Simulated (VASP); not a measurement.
# ScAl3 (P4/mmm) in VASP: single point with r2SCAN

Aim: the single point of ScAl3 with r2SCAN.

Program: VASP 6.6.1. These are calculated values, not measurements. Logs are shortened: lines on timing, memory, paths and dates and some standing lists are left out, and cuts for length are marked.

**1. The cell of the first run**

The structure is tetragonal, space group P4/mmm (No. 123). The conventional cell has a = 3.840 Å, b = 3.840 Å, c = 4.190 Å, α = 90.00°, β = 90.00°, γ = 90.00°. Within 3.6 Å of Sc (site symmetry 4/mmm) lie 12 Al at 2.72 to 2.84 Å. Al (site symmetry mmm) has 8 Al at 2.72 to 2.84 Å and 4 Sc at 2.84 Å within 3.6 Å. Within 3.6 Å of Al (site symmetry 4/mmm) lie 4 Sc at 2.72 Å and 8 Al at 2.84 Å.

**2. Single point, r2SCAN (biaxial strain in the a-b plane: -6.0 %, then relaxed in part)**

POSCAR reads:

```
ScAl3
1.0
    3.8404043745      0.0000000000      0.0000000000
    0.0000000000      3.8404043745      0.0000000000
    0.0000000000      0.0000000000      4.1902381915
Sc Al
1 3
Direct
    0.0000000000      0.0000000000      0.0000000000
    0.5000000000      0.0000000000      0.5000000000
    0.0000000000      0.5000000000      0.5000000000
    0.5000000000      0.5000000000      0.0000000000
```

INCAR.step1 reads:

```
SYSTEM = ScAl3
PREC = Accurate
ENCUT = 520
ISMEAR = 0
SIGMA = 0.1
LREAL = .False.
LASPH = .True.
NELM = 60
NBANDS = 18
GGA = PE
ALGO = Normal
EDIFF = 1E-4
LWAVE = .True.
LCHARG = .False.
```

INCAR.step2 reads:

```
SYSTEM = ScAl3
PREC = Accurate
ENCUT = 520
EDIFF = 1E-7
ISMEAR = 0
SIGMA = 0.1
LREAL = .False.
LASPH = .True.
NELM = 60
ALGO = Normal
ISIF = 2
LWAVE = .False.
LCHARG = .False.
METAGGA = R2SCAN
LMIXTAU = .True.
NBANDS = 18
ISTART = 1
```

KPOINTS reads:

```
Automatic mesh
0
Gamma
  14 14 14
  0 0 0
```

Potentials or basis: VASP PAW PBE potentials, release 64 (Sc_sv, Al).

Launch:

```bash
$ cat potpaw_PBE.64/Sc_sv/POTCAR potpaw_PBE.64/Al/POTCAR > POTCAR
$ cp INCAR.step1 INCAR
$ mpirun -np 1 vasp_std > vasp.out
$ cp INCAR.step2 INCAR
$ mpirun -np 1 vasp_std > vasp.out
```

OUTCAR:

```text
SYSTEM = ScAl3
   PREC = Accurate
   ENCUT = 520
   EDIFF = 1E-7
   ISMEAR = 0
   LREAL = .False.
   LASPH = .True.
   NELM = 60
   ISIF = 2
   METAGGA = R2SCAN
   ISTART = 1

 ion  position               nearest neighbor table
   1  0.000  0.000  0.000-   4 2.72   4 2.72   4 2.72   4 2.72   3 2.84   3 2.84   3 2.84   3 2.84
                             2 2.84   2 2.84   2 2.84   2 2.84
   2  0.500  0.000  0.500-   3 2.72   3 2.72   3 2.72   3 2.72   4 2.84   1 2.84   4 2.84   4 2.84
                             1 2.84   4 2.84   1 2.84   1 2.84
   3  0.000  0.500  0.500-   2 2.72   2 2.72   2 2.72   2 2.72   4 2.84   1 2.84   1 2.84   1 2.84
                             4 2.84   4 2.84   4 2.84   1 2.84
   4  0.500  0.500  0.000-   1 2.72   1 2.72   1 2.72   1 2.72   3 2.84   2 2.84   2 2.84   2 2.84
                             3 2.84   3 2.84   3 2.84   2 2.84

  LATTYP: Found a simple tetragonal cell.
 ALAT       =     3.8404043745
 C/A-ratio  =     1.0910929639

  Lattice vectors:

 A1 = (   3.8404043745,   0.0000000000,   0.0000000000)
 A2 = (   0.0000000000,   3.8404043745,   0.0000000000)
 A3 = (   0.0000000000,   0.0000000000,   4.1902381915)

Analysis of symmetry for initial positions (statically):
=====================================================================
 Subroutine PRICEL returns:
 Original cell was already a primitive cell.

 Routine SETGRP: Setting up the symmetry group for a
 simple tetragonal supercell.

 Subroutine GETGRP returns: Found 16 space group operations
 (whereof 16 operations were pure point group operations)
 out of a pool of 16 trial point group operations.

The static configuration has the point symmetry D_4h.

Analysis of symmetry for dynamics (positions and initial velocities):
=====================================================================
 Subroutine PRICEL returns:
 Original cell was already a primitive cell.

 Routine SETGRP: Setting up the symmetry group for a
 simple tetragonal supercell.

 Subroutine GETGRP returns: Found 16 space group operations
 (whereof 16 operations were pure point group operations)
 out of a pool of 16 trial point group operations.

The dynamic configuration has the point symmetry D_4h.

 Subroutine INISYM returns: Found 16 space group operations
 (whereof 16 operations are pure point group operations),
 and found     1 'primitive' translations

----------------------------------------------------------------------------------------

                                     Primitive cell

  volume of cell :      61.8006

  direct lattice vectors                    reciprocal lattice vectors
     3.840404374  0.000000000  0.000000000     0.260389246  0.000000000  0.000000000
     0.000000000  3.840404374  0.000000000     0.000000000  0.260389246  0.000000000
     0.000000000  0.000000000  4.190238191     0.000000000  0.000000000  0.238649918

  length of vectors
     3.840404374  3.840404374  4.190238191     0.260389246  0.260389246  0.238649918

  position of ions in fractional coordinates (direct lattice)
     0.000000000  0.000000000  0.000000000
     0.500000000  0.000000000  0.500000000
     0.000000000  0.500000000  0.500000000
     0.500000000  0.500000000  0.000000000

  ion indices of the primitive-cell ions
   primitive index   ion index
                 1           1
                 2           2
                 3           3
                 4           4

----------------------------------------------------------------------------------------

 KPOINTS: Automatic mesh

Automatic generation of k-mesh.
 Grid dimensions read from file:
 generate k-points for:   14   14   14

 Generating k-lattice:

  Cartesian coordinates                     Fractional coordinates (reciprocal lattice)
     0.018599232  0.000000000  0.000000000     0.071428571  0.000000000  0.000000000
     0.000000000  0.018599232  0.000000000     0.000000000  0.071428571  0.000000000
     0.000000000  0.000000000  0.017046423     0.000000000  0.000000000  0.071428571

  Length of vectors
     0.018599232  0.018599232  0.017046423

  Shift w.r.t. Gamma in fractional coordinates (k-lattice)
     0.000000000  0.000000000  0.000000000

 Subroutine IBZKPT returns following result:
 ===========================================

 Found    288 irreducible k-points:

 Following reciprocal coordinates:
            Coordinates               Weight
  0.000000  0.000000  0.000000      1.000000
  0.071429  0.000000  0.000000      4.000000
  0.142857  0.000000  0.000000      4.000000
  0.214286  0.000000  0.000000      4.000000
  0.285714  0.000000  0.000000      4.000000
  0.357143  0.000000  0.000000      4.000000
[... 16 lines left out ...]
  0.285714  0.214286  0.000000      8.000000
  0.357143  0.214286  0.000000      8.000000
 [... further k-points ...]
   k-points           NKPTS =    288   k-points in BZ     NKDIM =    288   number of bands    NBANDS=     18
   number of dos      NEDOS =    301   number of ions     NIONS =      4
   total plane-waves  NPLWV =  28800
   dimension x,y,z NGX =    30 NGY =   30 NGZ =   32
   dimension x,y,z NGXF=    60 NGYF=   60 NGZF=   64
   ions per type =               1   3
   NGX,Y,Z   is equivalent  to a cutoff of  12.99, 12.99, 12.70 a.u.
   NGXF,Y,Z  is equivalent  to a cutoff of  25.97, 25.97, 25.39 a.u.
 SYSTEM =  ScAl3
   PREC   = accura    normal or accurate (medium, high low for compatibility)
   ISTART =      1    job   : 0-new  1-cont  2-samecut
   ICHARG =      0    charge: 1-file 2-atom 10-const
   ISPIN  =      1    spin polarized calculation?
   LNONCOLLINEAR =      F non collinear calculations
   LSORBIT =      F    spin-orbit coupling
   LASPH  =      T    aspherical Exc in radial PAW
   ENCUT  =  520.0 eV  38.22 Ry    6.18 a.u.   7.14  7.14  7.79*2*pi/ulx,y,z
   NELM   =     60;   NELMIN=  2; NELMDL=  0     # of ELM steps
   EDIFF  = 0.1E-06   stopping-criterion for ELM
   LREAL  =      F    real-space projection
   EDIFFG = 0.1E-05   stopping-criterion for IOM
   NSW    =      0    number of steps for IOM
   IBRION =     -1    ionic relax: 0-MD 1-quasi-New 2-CG
   NFREE  =      0    steps in history (QN), initial steepest desc. (CG)
   ISIF   =      2    stress and relaxation
   ISYM   =      2    0-nonsym 1-usesym 2-fastsym
   POTIM  = 0.5000    time-step for ionic-motion
   TEBEG  =    0.0;   TEEND  =   0.0 temperature during run
   PSTRESS=    0.0 pullay stress
   NELECT =      20.0000    total number of electrons
   NUPDOWN=      -1.0000    fix difference up-down
   EMIN   =  10.00;   EMAX   =-10.00  energy-range for DOS
   EFERMI =   0.00;   METHOD = LEGACY
   ISMEAR =     0;   SIGMA  =   0.10  broadening in eV -4-tet -1-fermi 0-gaus
   EFERMI_NEDOS =   21; number of points for ismear=-14 and -15
   IALGO  =     38    algorithm
   IMIX   =      4    mixing-type and parameters
     AMIX     =   0.40;   BMIX     =  1.00
     AMIX_MAG =   1.60;   BMIX_MAG =  1.00
  volume/ion in A,a.u.               =      15.45       104.26
  Fermi-wavevector in a.u.,A,eV,Ry     =   1.123968  2.123992 17.188296  1.263304
  Thomas-Fermi vector in A             =   2.260637
   LORBIT       =      0    0 simple, 1 ext, 2 COOP (PROOUT), +10 PAW based schemes
   METAGGA = R2SCAN    functional components
   LHFCALC =     F    Hartree Fock is set to
   AEXX    =    0.0000 exact exchange contribution
   IVDW    =     0    specifies the selected vdW correction
   LEPSILON=     F    determine dielectric tensor
   LRPA    =     F    only Hartree local field effects (RPA)
 non-spin polarized calculation
 Gauss-broadening in eV      SIGMA  =   0.10
  energy-cutoff  :      520.00
  volume of cell :       61.80
 maximum number of plane-waves:      1696
 NGX is ok and might be reduce to    30
   NGX = 15   NGY = 15   NGZ = 15

 number of electron      19.9999998 magnetization

 Free energy of the ion-electron system (eV)
  ---------------------------------------------------
  ext. energy  EPLUGINS =         0.00000000
  ---------------------------------------------------
  free energy    TOTEN  =       -33.10524160 eV

  energy without entropy =      -33.09798508  energy(sigma->0) =      -33.10161334

 E-fermi :   8.2149     XC(G=0): -11.5463

 val. band max:        8.2100514350   @ k =   0.2143   0.0714   0.3571
 cond. band min:       8.2169050162   @ k =   0.3571   0.2143   0.3571
 fundamental gap:      0.0068535812
 Fermi energy:         8.2149413089

 k-point     1 :       0.0000    0.0000    0.0000
  band No.  band energies     occupation
      1     -42.4754      2.00000
      2     -20.2921      2.00000
      3     -20.2404      2.00000
      4     -20.2404      2.00000
      5      -2.9557      2.00000
      6       4.8584      2.00000
[... 10 lines left out ...]
     17      14.4077      0.00000
     18      14.4133      0.00000

 k-point     2 :       0.0714    0.0000    0.0000
  band No.  band energies     occupation
      1     -42.4753      2.00000
      2     -20.2918      2.00000
      3     -20.2440      2.00000
      4     -20.2401      2.00000
      5      -2.8983      2.00000
      6       4.8038      2.00000
[... 10 lines left out ...]
     17      14.4809      0.00000
     18      14.5234      0.00000

 k-point     3 :       0.1429    0.0000    0.0000
  band No.  band energies     occupation
      1     -42.4747      2.00000
      2     -20.2908      2.00000
      3     -20.2542      2.00000
      4     -20.2393      2.00000
      5      -2.7271      2.00000
      6       4.2355      2.00000
[... 10 lines left out ...]
     17      14.7498      0.00000
     18      14.7679      0.00000

 k-point     4 :       0.2143    0.0000    0.0000
  band No.  band energies     occupation
      1     -42.4740      2.00000
      2     -20.2895      2.00000
      3     -20.2690      2.00000
      4     -20.2381      2.00000
      5      -2.4451      2.00000
      6       3.3144      2.00000
[... 10 lines left out ...]
     17      14.5696      0.00000
     18      15.2478      0.00000

 k-point     5 :       0.2857    0.0000    0.0000
  band No.  band energies     occupation
      1     -42.4732      2.00000
      2     -20.2880      2.00000
      3     -20.2853      2.00000
      4     -20.2369      2.00000
      5      -2.0576      2.00000
      6       2.3677      2.00000
[... 10 lines left out ...]
     17      13.9256      0.00000
     18      15.3836      0.00000

 k-point     6 :       0.3571    0.0000    0.0000
  band No.  band energies     occupation
      1     -42.4725      2.00000
      2     -20.2999      2.00000
      3     -20.2867      2.00000
      4     -20.2357      2.00000
      5      -1.5743      2.00000
      6       1.4670      2.00000
[... 307 lines left out ...]
 k-point    21 :       0.5000    0.1429    0.0000
  band No.  band energies     occupation
      1     -42.4711      2.00000
      2     -20.3114      2.00000
      3     -20.2842      2.00000
      4     -20.2474      2.00000
      5      -0.4619      2.00000
      6       0.4156      2.00000
[... 10 lines left out ...]
     17      13.3537      0.00000
     18      14.8430      0.00000

 k-point    22 :       0.2143    0.2143    0.0000
  band No.  band energies     occupation
      1     -42.4726      2.00000
      2     -20.2870      2.00000
      3     -20.2674      2.00000
      4     -20.2644      2.00000
      5      -1.9514      2.00000
      6       3.6733      2.00000
[... 10 lines left out ...]
     17      13.7225      0.00000
     18      14.6748      0.00000

 k-point    23 :       0.2857    0.2143    0.0000
  band No.  band energies     occupation
      1     -42.4718      2.00000
      2     -20.2855      2.00000
      3     -20.2818      2.00000
      4     -20.2640      2.00000
      5      -1.5777      2.00000
      6       2.7681      2.00000
[... 10 lines left out ...]
     17      13.8345      0.00000
     18      14.8635      0.00000

 k-point    24 :       0.3571    0.2143    0.0000
  band No.  band energies     occupation
      1     -42.4711      2.00000
      2     -20.2959      2.00000
      3     -20.2842      2.00000
      4     -20.2624      2.00000
      5      -1.1140      2.00000
      6       1.8964      2.00000
[... 10 lines left out ...]
     17      14.1325      0.00000
     18      14.6349      0.00000

 [... further k-points ...]

------------------------ aborting loop because EDIFF is reached ----------------------------------------

  FORCE on cell =-STRESS in cart. coord.  units (eV):
  Direction    XX          YY          ZZ          XY          YZ          ZX
  --------------------------------------------------------------------------------------
  -------------------------------------------------------------------------------------
  Total        6.8539923      6.8539923      0.0049251      0.0000000      0.0000000      0.0000000
  in kB      177.6894204    177.6894204      0.1276821      0.0000000      0.0000000      0.0000000
  external PRESSURE =     118.5021743 kB  Pullay stress =       0.0000000 kB

 VOLUME and BASIS-vectors are now :
 -----------------------------------------------------------------------------
  energy-cutoff  :      520.00
  volume of cell :       61.80
      direct lattice vectors                 reciprocal lattice vectors
     3.840404374  0.000000000  0.000000000     0.260389246  0.000000000  0.000000000
     0.000000000  3.840404374  0.000000000     0.000000000  0.260389246  0.000000000
     0.000000000  0.000000000  4.190238191     0.000000000  0.000000000  0.238649918

 POSITION                                       TOTAL-FORCE (eV/Angst)
 -----------------------------------------------------------------------------------
      0.00000      0.00000      0.00000         0.000000      0.000000      0.000000
      1.92020      0.00000      2.09512         0.000000      0.000000      0.000000
      0.00000      1.92020      2.09512         0.000000      0.000000      0.000000
      1.92020      1.92020      0.00000         0.000000      0.000000      0.000000
 -----------------------------------------------------------------------------------
    total drift:                               -0.000000     -0.000000      0.000000

  FREE ENERGIE OF THE ION-ELECTRON SYSTEM (eV)
  ---------------------------------------------------
  free  energy   TOTEN  =       -33.1052415977 eV

  energy  without entropy=      -33.0979850786  energy(sigma->0) =      -33.10161334
```

Run time: 14 min. Hardware: 1 thread of Oxide Virtual Turin-like, shared host; peak memory 0.38 GiB.

What came out:

```yaml
Free_energy: -33.1052 eV
Pressure: 11.9 GPa
Band_gap_on_the_k_mesh: zero (band 10 reaches 9.60 eV, above the bottom of band 11 at 5.06 eV)
```

Levels at points of the mesh, in eV from the Fermi level:
```
           k point  band 8  band 9  band 10  band 11  band 12  band 13
(0.00, 0.00, 0.00)   -2.39   -1.53    -1.53     1.28     1.41     1.41
(0.50, 0.00, 0.00)   -1.91   -1.57     0.44     0.63     1.63     1.95
(0.50, 0.50, 0.00)   -4.93   -1.02    -1.02     0.71     0.86     2.88
(0.00, 0.00, 0.50)   -1.69   -1.60     1.39     1.56     1.56     1.92
(0.50, 0.00, 0.50)   -4.90   -0.52    -0.21     1.62     1.98     2.12
(0.50, 0.50, 0.50)   -5.09   -3.62    -3.16    -3.16     1.24     3.08
```

Caveat: the cell differs from its parent crystal (biaxial strain in the a-b plane: -6.0 %, then relaxed in part); the PAW data sets were made with another functional, which shifts forces and pressure a little.
